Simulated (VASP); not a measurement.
A run of VASP 6.6.1:

File INCAR:

```
SYSTEM = PbSe
PREC = Accurate
ENCUT = 520
EDIFF = 1E-6
ISMEAR = -1
SIGMA = 0.05
LREAL = .FALSE.
LASPH = .TRUE.
NELM = 80
ALGO = Normal
ISIF = 2
LWAVE = .FALSE.
LCHARG = .FALSE.
GGA = PE
NBANDS = 28
```

The input KPOINTS:

```
Automatic mesh
0
G
  7 7 6
  0 0 0
```

Contents of POSCAR:

```
PbSe
1.0
    2.1108871736     -6.0087296157      0.0000000000
    2.1108871736      6.0087296157      0.0000000000
    0.0000000000      0.0000000000      4.3596416781
Pb Se
2 2
Direct
    0.3682392700      0.6317607300      0.2500000000
    0.6317607300      0.3682392700      0.7500000000
    0.1387100400      0.8612899600      0.2500000000
    0.8612899600      0.1387100400      0.7500000000
```

Potentials or basis: VASP PAW PBE potentials, release 64 (Pb_d, Se).

Command:

```sh
$ cat potpaw_PBE.64/Pb_d/POTCAR potpaw_PBE.64/Se/POTCAR > POTCAR
$ mpirun -np 1 vasp_std > vasp.out
```

Hardware: 1 thread of AMD EPYC 9R45 96-Core Processor (Zen 5), on a shared host.

Q: Estimate the wall time of this run.

A: Run time: 110 s on 1 thread of AMD EPYC 9R45 96-Core Processor (Zen 5), on a shared host, peak memory 0.32 GiB. Counts: scf iterations 13, k points 64.
